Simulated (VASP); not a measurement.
Here is a VASP 6.6.1 calculation.

Contents of INCAR:

```
SYSTEM = RbTe2
PREC = Accurate
ENCUT = 520
EDIFF = 1E-6
ISMEAR = 0
SIGMA = 0.1
LREAL = .False.
LASPH = .True.
NELM = 60
ALGO = Normal
ISIF = 2
LWAVE = .False.
LCHARG = .True.
LDIPOL = .True.
IDIPOL = 3
DIPOL = 0.5 0.5 0.500
GGA = PE
LELF = .True.
LVHAR = .True.
LVACPOTAV = .True.
NBANDS = 18
```

KPOINTS

```
regular mesh
0
Gamma
  4 4 1
  0 0 0
```

The input POSCAR:

```
RbTe2
1.0
    5.7950078800      0.0000000000      0.0000000000
    0.0000000000      5.7950078800      0.0000000000
    0.0000000000      0.0000000000     18.0000000000
Rb Te
1 2
Direct
    0.5000000000      0.5000000000      0.5000000000
    0.0000000000      0.5000000000      0.6089363900
    0.5000000000      0.0000000000      0.3910636100
```

Potentials or basis: VASP PAW PBE potentials, release 64 (Rb_sv, Te).

Launch:

```console
$ cat potpaw_PBE.64/Rb_sv/POTCAR potpaw_PBE.64/Te/POTCAR > POTCAR
$ mpirun -np 1 vasp_std > vasp.out
```

Task: Predict the band gap on the k mesh.

Result: Zero (an odd number of electrons rules out a gap without spin polarisation).

Task: Predict the largest force.

Result: 0.127 eV/Å.

Forces in eV/Å, atoms in the order of the input:
```
Rb   0.000  0.000  0.000
Te   0.000  0.000  0.127
Te   0.000  0.000 -0.127
```

Caveat: spin-orbit coupling is left out, which moves the levels of the heavy elements.
